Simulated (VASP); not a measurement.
Wanted: the native input for a VASP 6.6.1 run.

```yaml
Task: relaxation of cell and atoms
Functional: r2SCAN
Potentials_or_basis: VASP PAW PBE potentials, release 64 (Zn, O)
Cutoff: 600 eV
k_mesh: 4 × 4 × 3
Occupations: fermi-dirac, width 0.1 eV
Spin: no spin polarisation
Dipole_correction: no
Further_INCAR_settings: ALGO = Normal; EDIFF = 1e-07; IBRION = 2; EDIFFG = -0.01; NSW = 40; ISIF = 3
```

The system is ZnO.

```xyz
4
Lattice="3.3150 0.0000 0.0000 -1.6575 2.8709 0.0000 0.0000 0.0000 5.3142" Properties=species:S:1:pos:R:3 pbc="T T T"
Zn    0.0000    1.9139    0.0000
Zn    1.6575    0.9570    2.6571
O     0.0000    1.9139    2.0300
O     1.6575    0.9570    4.6871
```

The input as run:

POSCAR

```
ZnO
1.0
    3.3150000000      0.0000000000      0.0000000000
   -1.6575000000      2.8708742100      0.0000000000
    0.0000000000      0.0000000000      5.3142000000
Zn O
2 2
Direct
    0.3333333330      0.6666666670      0.0000000000
    0.6666666670      0.3333333330      0.5000000000
    0.3333333330      0.6666666670      0.3820000000
    0.6666666670      0.3333333330      0.8820000000
```

INCAR.step1

```
  PREC = Accurate
  ENCUT = 600
  ISMEAR = -1
  SIGMA = 0.1
  LREAL = False
  LASPH = True
  NELM = 80
  GGA = PE
  ALGO = Normal
  EDIFF = 1E-4
  LWAVE = True
  LCHARG = False
```

INCAR.step2

```
  PREC = Accurate
  ENCUT = 600
  EDIFF = 1E-7
  ISMEAR = -1
  SIGMA = 0.1
  LREAL = False
  LASPH = True
  NELM = 80
  ALGO = Normal
  ISIF = 3
  LWAVE = False
  LCHARG = False
  METAGGA = R2SCAN
  LMIXTAU = True
  IBRION = 2
  NSW = 40
  EDIFFG = -0.01
  ISTART = 1
```

KPOINTS

```
Automatic mesh
0
Gamma
  4 4 3
```

Potentials or basis: VASP PAW PBE potentials, release 64 (Zn, O).

Command:

```bash
$ cat potpaw_PBE.64/Zn/POTCAR potpaw_PBE.64/O/POTCAR > POTCAR
$ cp INCAR.step1 INCAR
$ mpirun -np 1 vasp_std > vasp.out
$ cp INCAR.step2 INCAR
$ mpirun -np 1 vasp_std > vasp.out
```

It gave:

| Quantity | Value |
| --- | --- |
| Relaxed volume | 11.86 Å³/atom |
| Relaxed cell | a = 3.241 Å, b = 3.241 Å, c = 5.217 Å, α = 90.00°, β = 90.00°, γ = 120.00° |
| Space group after relaxing (to 0.1 Å) | P6_3mc (No. 186) |
| Energy gained by relaxing | 22.0 meV/atom |
| Ionic steps | 8 |
| Pressure after relaxing | 0.0 GPa |
| Largest force after relaxing | 0.008 eV/Å |
| Band gap on the k mesh | 1.22 eV |

Caveat: the k points lie up to 0.56 Å⁻¹ apart in the final cell; the PAW data sets were made with another functional, which shifts forces and pressure a little.

It took 6.2 min on 1 thread of AMD EPYC 7R13 Processor (Zen 3) (shared host), peak memory 0.16 GiB.
